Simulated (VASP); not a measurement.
# Li2S (Fm-3m) in VASP: further runs

Runs on Li2S. Level: PBEsol. Tasks: elastic constants.

All numbers are computed with VASP 6.6.1; they aren't measurements. Logs are shortened: lines on timing, memory, paths and dates and some standing lists are left out, and cuts for length are marked.

## (1) The cell of the first run

It takes space group Fm-3m (No. 225, cubic). The conventional cell has a = 5.504 Å, b = 5.504 Å, c = 5.504 Å, α = 90.00°, β = 90.00°, γ = 90.00°. Within 3.1 Å of Li (site symmetry -43m) lie 4 S at 2.38 Å and 6 Li at 2.75 Å. Within 3.1 Å of S (site symmetry m-3m) lie 8 Li at 2.38 Å.

## (2) Elastic constants, PBEsol

Contents of INCAR:

```
PREC = Accurate ; ENCUT = 750
EDIFF = 1E-8 ; ISMEAR = 0
SIGMA = 0.01 ; LREAL = False
LASPH = True ; NELM = 120
ALGO = Normal ; ISIF = 3
LWAVE = False ; LCHARG = False
GGA = PS ; NBANDS = 13
IBRION = 6 ; NFREE = 2
POTIM = 0.015 ; NSW = 1
GGA_COMPAT = False
```

Contents of KPOINTS:

```
Automatic mesh
0
Gamma
  8 8 8
```

Contents of POSCAR:

```
Li2S
1.0
    0.0000000000      2.7518746869      2.7518746869
    2.7518746869      0.0000000000      2.7518746869
    2.7518746869      2.7518746869      0.0000000000
Li S
2 1
Direct
    0.2500000000      0.2500000000      0.2500000000
    0.7500000000      0.7500000000      0.7500000000
    0.0000000000      0.0000000000      0.0000000000
```

Potentials or basis: VASP PAW PBE potentials, release 64 (Li_sv, S).

Run with:

```sh
$ cat potpaw_PBE.64/Li_sv/POTCAR potpaw_PBE.64/S/POTCAR > POTCAR
$ mpirun -np 1 vasp_std > vasp.out
```

OUTCAR:

```text
PREC = Accurate
   ENCUT = 750
   EDIFF = 1E-8
   ISMEAR = 0
   LREAL = False
   LASPH = True
   NELM = 120
   ISIF = 3
   GGA = PS
   IBRION = 6
   NFREE = 2
   POTIM = 0.015
   NSW = 1

 ion  position               nearest neighbor table
   1  0.250  0.250  0.250-   3 2.38   3 2.38   3 2.38   3 2.38
   2  0.750  0.750  0.750-   3 2.38   3 2.38   3 2.38   3 2.38
   3  0.000  0.000  0.000-   2 2.38   2 2.38   2 2.38   1 2.38   2 2.38   1 2.38   1 2.38   1 2.38

  LATTYP: Found a face centered cubic cell.
 ALAT       =     5.5037493738

  Lattice vectors:

 A1 = (   0.0000000000,   2.7518746869,   2.7518746869)
 A2 = (   2.7518746869,   0.0000000000,   2.7518746869)
 A3 = (   2.7518746869,   2.7518746869,   0.0000000000)

Analysis of symmetry for initial positions (statically):
=====================================================================
 Subroutine PRICEL returns:
 Original cell was already a primitive cell.

 Routine SETGRP: Setting up the symmetry group for a
 face centered cubic supercell.

 Subroutine GETGRP returns: Found 48 space group operations
 (whereof 48 operations were pure point group operations)
 out of a pool of 48 trial point group operations.

The static configuration has the point symmetry O_h .

Analysis of symmetry for dynamics (positions and initial velocities):
=====================================================================
 Subroutine PRICEL returns:
 Original cell was already a primitive cell.

 Routine SETGRP: Setting up the symmetry group for a
 face centered cubic supercell.

 Subroutine GETGRP returns: Found 48 space group operations
 (whereof 48 operations were pure point group operations)
 out of a pool of 48 trial point group operations.

The dynamic configuration has the point symmetry O_h .

 Subroutine INISYM returns: Found 48 space group operations
 (whereof 48 operations are pure point group operations),
 and found     1 'primitive' translations

----------------------------------------------------------------------------------------

                                     Primitive cell

  volume of cell :      41.6789

  direct lattice vectors                    reciprocal lattice vectors
     0.000000000  2.751874687  2.751874687    -0.181694320  0.181694320  0.181694320
     2.751874687  0.000000000  2.751874687     0.181694320 -0.181694320  0.181694320
     2.751874687  2.751874687  0.000000000     0.181694320  0.181694320 -0.181694320

  length of vectors
     3.891738504  3.891738504  3.891738504     0.314703794  0.314703794  0.314703794

  position of ions in fractional coordinates (direct lattice)
     0.250000000  0.250000000  0.250000000
     0.750000000  0.750000000  0.750000000
     0.000000000  0.000000000  0.000000000

  ion indices of the primitive-cell ions
   primitive index   ion index
                 1           1
                 2           2
                 3           3

----------------------------------------------------------------------------------------

 KPOINTS: Automatic mesh

Automatic generation of k-mesh.
 Grid dimensions read from file:
 generate k-points for:    8    8    8

 Generating k-lattice:

  Cartesian coordinates                     Fractional coordinates (reciprocal lattice)
    -0.022711790  0.022711790  0.022711790     0.125000000  0.000000000  0.000000000
     0.022711790 -0.022711790  0.022711790     0.000000000  0.125000000  0.000000000
     0.022711790  0.022711790 -0.022711790     0.000000000  0.000000000  0.125000000

  Length of vectors
     0.039337974  0.039337974  0.039337974

  Shift w.r.t. Gamma in fractional coordinates (k-lattice)
     0.000000000  0.000000000  0.000000000

 Subroutine IBZKPT returns following result:
 ===========================================

 Found     29 irreducible k-points:

 Following reciprocal coordinates:
            Coordinates               Weight
  0.000000  0.000000  0.000000      1.000000
  0.125000  0.000000  0.000000      8.000000
[... 65 lines left out ...]
   LORBIT       =      0    0 simple, 1 ext, 2 COOP (PROOUT), +10 PAW based schemes
   GGA     = PS    functional components
   LHFCALC =     F    Hartree Fock is set to
   AEXX    =    0.0000 exact exchange contribution
   IVDW    =     0    specifies the selected vdW correction
   LEPSILON=     F    determine dielectric tensor
   LRPA    =     F    only Hartree local field effects (RPA)
 finite differences with symmetry
 non-spin polarized calculation
 Gauss-broadening in eV      SIGMA  =   0.01
  energy-cutoff  :      750.00
  volume of cell :       41.68
 maximum number of plane-waves:      1964
   NGX = 17   NGY = 17   NGZ = 17

--------------------------------------- Ionic step        1  -------------------------------------------

 number of electron      12.0000002 magnetization

 Free energy of the ion-electron system (eV)
  ---------------------------------------------------
  ext. energy  EPLUGINS =         0.00000000
  ---------------------------------------------------
  free energy    TOTEN  =       -12.33310027 eV

  energy without entropy =      -12.33310027  energy(sigma->0) =      -12.33310027

------------------------ aborting loop because EDIFF is reached ----------------------------------------

  FORCE on cell =-STRESS in cart. coord.  units (eV):
  Direction    XX          YY          ZZ          XY          YZ          ZX
  --------------------------------------------------------------------------------------
  -------------------------------------------------------------------------------------
  Total        1.0452159      1.0452159      1.0452159      0.0000000      0.0000000     -0.0000000
  in kB       40.1791395     40.1791395     40.1791395      0.0000000      0.0000000     -0.0000000
  external PRESSURE =      40.1791395 kB  Pullay stress =       0.0000000 kB
[... 92 lines left out ...]
  FREE ENERGIE OF THE ION-ELECTRON SYSTEM (eV)
  ---------------------------------------------------
  free  energy   TOTEN  =       -12.3143172669 eV

  energy  without entropy=      -12.3143172669  energy(sigma->0) =      -12.31431727

[... ionic steps 4 to 14 ...]

--------------------------------------- Ionic step       15  -------------------------------------------

 number of electron      12.0000001 magnetization

------------------------ aborting loop because EDIFF is reached ----------------------------------------
[... 69 lines left out ...]
--------------------------------------- Ionic step       17  -------------------------------------------

 number of electron      12.0000002 magnetization

 Free energy of the ion-electron system (eV)
  ---------------------------------------------------
  ext. energy  EPLUGINS =         0.00000000
  ---------------------------------------------------
  free energy    TOTEN  =       -12.33249574 eV

  energy without entropy =      -12.33249574  energy(sigma->0) =      -12.33249574

 E-fermi :   2.1588     XC(G=0):  -9.0407

 val. band max:        2.0920284521   @ k =   0.0000   0.0000   0.0000
 cond. band min:       5.2225583135   @ k =   0.5000   0.5000   0.0000
 fundamental gap:      3.1305298613
 Fermi energy:         2.1588476353

 k-point     1 :       0.0000    0.0000    0.0000
  band No.  band energies     occupation
      1     -41.2344      2.00000
      2     -41.1660      2.00000
      3      -9.2241      2.00000
      4       2.0913      2.00000
      5       2.0913      2.00000
      6       2.0920      2.00000
      7       6.7393      0.00000
      8       8.2664      0.00000
      9       8.2667      0.00000
     10       8.2667      0.00000
     11      13.4936      0.00000
     12      13.4954      0.00000
     13      14.8759      0.00000
[... 354 lines left out ...]
  band No.  band energies     occupation
      1     -41.1984      2.00000
      2     -41.1983      2.00000
      3      -8.6160      2.00000
      4      -0.8674      2.00000
      5       0.6658      2.00000
      6       1.0235      2.00000
      7       7.9314      0.00000
      8       8.9616      0.00000
      9      10.7516      0.00000
     10      11.4453      0.00000
     11      12.8258      0.00000
     12      14.2748      0.00000
     13      16.0569      0.00000

 [... further k-points ...]

------------------------ aborting loop because EDIFF is reached ----------------------------------------

  FORCE on cell =-STRESS in cart. coord.  units (eV):
  Direction    XX          YY          ZZ          XY          YZ          ZX
  --------------------------------------------------------------------------------------
  -------------------------------------------------------------------------------------
  Total        1.0455402      1.0474274      1.0474274     -0.0000000      0.0000000      0.0000000
  in kB       40.1916067     40.2641536     40.2641536     -0.0000000      0.0000000      0.0000000
  external PRESSURE =      40.2399713 kB  Pullay stress =       0.0000000 kB
[... 18 lines left out ...]
  FREE ENERGIE OF THE ION-ELECTRON SYSTEM (eV)
  ---------------------------------------------------
  free  energy   TOTEN  =       -12.3324957385 eV

  energy  without entropy=      -12.3324957385  energy(sigma->0) =      -12.33249574

 INTERNAL STRAIN TENSORS FROM STRAINED CELLS
 ============================================

 INTERNAL STRAIN TENSOR FOR ION    1 for displacements in x,y,z  (eV/Angst):
          X           Y           Z          XY          YZ          ZX
  --------------------------------------------------------------------------------
  x     0.00000    -0.00000    -0.00000    -0.00000    -2.38502    -0.00000
  y     0.00000    -0.00000    -0.00000     0.00000     0.00000    -2.38510
  z     0.00000    -0.00000     0.00000    -2.38497    -0.00000    -0.00000

 INTERNAL STRAIN TENSORS FROM DISPLACED ATOMS
 ============================================

 INTERNAL STRAIN TENSOR FOR ION    1 for displacements in x,y,z  (eV/Angst):
          X           Y           Z          XY          YZ          ZX
  --------------------------------------------------------------------------------
  x     0.00000     0.00000     0.00000     0.00000    -2.38462     0.00000
  y     0.00000     0.00000     0.00000     0.00000     0.00000    -2.38462
  z     0.00000     0.00000     0.00000    -2.38462     0.00000     0.00000

 INTERNAL STRAIN TENSOR FOR ION    3 for displacements in x,y,z  (eV/Angst):
          X           Y           Z          XY          YZ          ZX
  --------------------------------------------------------------------------------
  x     0.00000     0.00000     0.00000     0.00000     0.00000     0.00000
  y     0.00000     0.00000     0.00000     0.00000     0.00000     0.00000
  z     0.00000     0.00000     0.00000     0.00000     0.00000     0.00000

 Eigenvectors and eigenvalues of the dynamical matrix
 ----------------------------------------------------

   1 f  =   12.754226 THz    80.137168 2PiTHz  425.435198 cm-1    52.747218 meV
             X         Y         Z           dx          dy          dz
      1.375937  1.375937  1.375937     0.069759    0.014406   -0.703510
      4.127812  4.127812  4.127812    -0.069759   -0.014406    0.703510
      0.000000  0.000000  0.000000     0.000000   -0.000000    0.000000
[... 43 lines left out ...]
   9 f/i=    0.000800 THz     0.005028 2PiTHz    0.026695 cm-1     0.003310 meV
             X         Y         Z           dx          dy          dz
      1.375937  1.375937  1.375937     0.012172    0.040950    0.387621
      4.127812  4.127812  4.127812     0.012172    0.040950    0.387621
      0.000000  0.000000  0.000000     0.026037    0.087595    0.829155

--------------------------------------------------------------------------------------------------------

 ELASTIC MODULI CONTR FROM IONIC RELAXATION (kBar)
 Direction    XX          YY          ZZ          XY          YZ          ZX
 --------------------------------------------------------------------------------
 XX          -0.0000     -0.0000      0.0000     -0.0000      0.0000      0.0000
 YY          -0.0000     -0.0000     -0.0000      0.0000      0.0000      0.0000
 ZZ           0.0000     -0.0000     -0.0000      0.0000     -0.0000      0.0000
 XY          -0.0000      0.0000      0.0000    -93.6997      0.0000     -0.0000
 YZ           0.0000      0.0000     -0.0000      0.0000    -93.6997     -0.0000
 ZX           0.0000      0.0000      0.0000     -0.0000     -0.0000    -93.6997
 --------------------------------------------------------------------------------

 TOTAL ELASTIC MODULI (kBar)
 Direction    XX          YY          ZZ          XY          YZ          ZX
 --------------------------------------------------------------------------------
 XX        1004.8040    308.7264    308.7264     -0.0000      0.0000     -0.0000
 YY         308.7264   1004.8040    308.7264     -0.0000      0.0000     -0.0000
 ZZ         308.7264    308.7264   1004.8040      0.0000     -0.0000     -0.0000
 XY          -0.0000     -0.0000      0.0000    406.9266      0.0000     -0.0000
 YZ           0.0000      0.0000     -0.0000      0.0000    406.9266     -0.0000
 ZX          -0.0000     -0.0000     -0.0000     -0.0000     -0.0000    406.9266
 --------------------------------------------------------------------------------
```

Wall time 12 min (1 thread of Intel Xeon Platinum 8259CL at 2.50GHz (Skylake/Cascade Lake), shared host); peak memory 0.36 GiB.

Results:

| Item | Value |
| --- | --- |
| Elastic constants C11, C12, C44 | 100, 31, 41 GPa |
| Voigt bulk modulus | 54 GPa |
| Highest phonon frequency at Γ, LO-TO splitting left out | 425 cm⁻¹ |

Phonon frequencies in cm⁻¹ (negative: imaginary):
| q point | frequencies |
| --- | --- |
| (0.000, 0.000, 0.000) | 0 0 0 387 387 387 425 425 425 |

Elastic tensor in Voigt notation (GPa, in the Cartesian axes of the cell as first typed):
```
100  31  31   0   0   0
 31 100  31   0   0   0
 31  31 100   0   0   0
  0   0   0  41   0   0
  0   0   0   0  41   0
  0   0   0   0   0  41
```

Clamped-ion elastic tensor (GPa):
```
100  31  31   0   0   0
 31 100  31   0   0   0
 31  31 100   0   0   0
  0   0   0  50   0   0
  0   0   0   0  50   0
  0   0   0   0   0  50
```

Caveat: the cell is under stress, which shifts elastic constants; the PAW data sets were made with another functional, which shifts forces and pressure a little.

## (3) Elastic constants, PBEsol

This run uses another cell than the first one, of 14.41 Å³/atom.

Contents of INCAR:

```
SYSTEM = Li2S
PREC = Accurate
ENCUT = 750
EDIFF = 1E-8
ISMEAR = 0
SIGMA = 0.01
LREAL = .FALSE.
LASPH = .TRUE.
NELM = 120
ALGO = Normal
ISIF = 3
LWAVE = .FALSE.
LCHARG = .FALSE.
GGA = PS
IBRION = 6
NFREE = 2
POTIM = 0.015
NSW = 1
GGA_COMPAT = .FALSE.
```

Contents of KPOINTS:

```
Automatic mesh
0
G
  8 8 8
  0 0 0
```

Contents of POSCAR:

```
Li2S
1.0
    0.0000000000      2.7857595057      2.7857595057
    2.7857595057      0.0000000000      2.7857595057
    2.7857595057      2.7857595057      0.0000000000
Li S
2 1
Direct
    0.2500000000      0.2500000000      0.2500000000
    0.7500000000      0.7500000000      0.7500000000
    0.0000000000      0.0000000000      0.0000000000
```

Potentials or basis: VASP PAW PBE potentials, release 64 (Li_sv, S).

Run with:

```sh
$ cat potpaw_PBE.64/Li_sv/POTCAR potpaw_PBE.64/S/POTCAR > POTCAR
$ mpirun -np 1 vasp_std > vasp.out
```

Wall time 9.4 min (1 thread of Intel Xeon Platinum 8259CL at 2.50GHz (Skylake/Cascade Lake), shared host); peak memory 0.34 GiB.

The run converged. Its results:

| Property | Result |
| --- | --- |
| Elastic constants C11, C12, C44 | 94, 26, 38 GPa |
| Voigt bulk modulus | 49 GPa |
| Highest phonon frequency at Γ, LO-TO splitting left out | 406 cm⁻¹ |

Phonon frequencies in cm⁻¹ (negative: imaginary):
```csv
q point,frequencies
"(0.000, 0.000, 0.000)",0 0 0 364 364 364 406 406 406
```

Elastic tensor in Voigt notation (GPa, in the Cartesian axes of the cell as first typed):
```
94 26 26  0  0  0
26 94 26  0  0  0
26 26 94  0  0  0
 0  0  0 38  0  0
 0  0  0  0 38  0
 0  0  0  0  0 38
```

Clamped-ion elastic tensor (GPa):
```
94 26 26  0  0  0
26 94 26  0  0  0
26 26 94  0  0  0
 0  0  0 44  0  0
 0  0  0  0 44  0
 0  0  0  0  0 44
```

Caveat: the cell is under stress, which shifts elastic constants; the PAW data sets were made with another functional, which shifts forces and pressure a little.

[end of part 1 of 2]
